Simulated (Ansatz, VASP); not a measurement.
**One calculation of SiAs3, two programs**

POSCAR

```
SiAs3
1.0
    4.2272318873      0.0000000000      0.0000000000
    0.0000000000      4.2272318873      0.0000000000
    0.0000000000      0.0000000000      4.2272318873
Si As
1 3
Direct
    0.0000000000      0.0000000000      0.0000000000
    0.0000000000      0.5000000000      0.5000000000
    0.5000000000      0.0000000000      0.5000000000
    0.5000000000      0.5000000000      0.0000000000
```

Contents of INCAR.step1:

```
PREC = Accurate ; ENCUT = 520
ISMEAR = 0 ; SIGMA = 0.1
LREAL = F ; LASPH = T
NELM = 80 ; NBANDS = 18
GGA = PE ; ALGO = Normal
EDIFF = 1E-4 ; LWAVE = T
LCHARG = F
```

The input INCAR.step2:

```
PREC = Accurate ; ENCUT = 520
EDIFF = 1E-6 ; ISMEAR = 0
SIGMA = 0.1 ; LREAL = F
LASPH = T ; NELM = 80
ALGO = Normal ; ISIF = 2
LWAVE = F ; LCHARG = F
METAGGA = R2SCAN ; LMIXTAU = T
NBANDS = 18 ; ISTART = 1
```

The input KPOINTS:

```
Automatic mesh
0
Gamma
  4 4 4
```

Input for Ansatz:

```yaml
crystal:
  lattice:
    - [4.2272318873, 0.0, 0.0]
    - [0.0, 4.2272318873, 0.0]
    - [0.0, 0.0, 4.2272318873]
  atoms:
    - { symbol: Si, position: [0.0, 0.0, 0.0] }
    - { symbol: As, position: [0.0, 0.5, 0.5] }
    - { symbol: As, position: [0.5, 0.0, 0.5] }
    - { symbol: As, position: [0.5, 0.5, 0.0] }
basis:
  ecutwfc: 500
kpoints:
  mp_grid: { grid: [4, 4, 4] }
hamiltonian:
  xc: r2scan
scf:
  occupations: { method: gaussian, width: 0.1 }
  lower_state_search: "off"
output:
  forces: true
  stress: true
  eigenvalues: true
```

Alike in both runs: task single point; functional r2SCAN; k mesh 4 × 4 × 4; occupations gaussian, width 0.1 eV; no spin polarisation.

|  | VASP | Ansatz |
| --- | --- | --- |
| version | VASP 6.6.1 | Ansatz 0.2.0 |
| potentials or method | VASP PAW PBE potentials, release 64 (Si, As), cutoff 520 eV | scalar-relativistic, plane waves, PAW |
| valence electrons in the cell | 19 | 49 |

VASP gave:

- gap on the k mesh at the Fermi level (eV): none
- pressure (GPa): -2.3

**Question.** What did Ansatz give for the same quantities?

**Answer.** gap on the k mesh at the Fermi level (eV): none; pressure (GPa): -2.2.

VASP's potentials were made for PBE, not for r2SCAN. A gap of «none» marks a metal or a gap that the smearing closes. VASP's potentials hold 19 valence electrons a cell and Ansatz's 49, so a difference there can come from the potentials and not from the codes.

The k mesh is coarse, so the values compare programs but aren't converged.
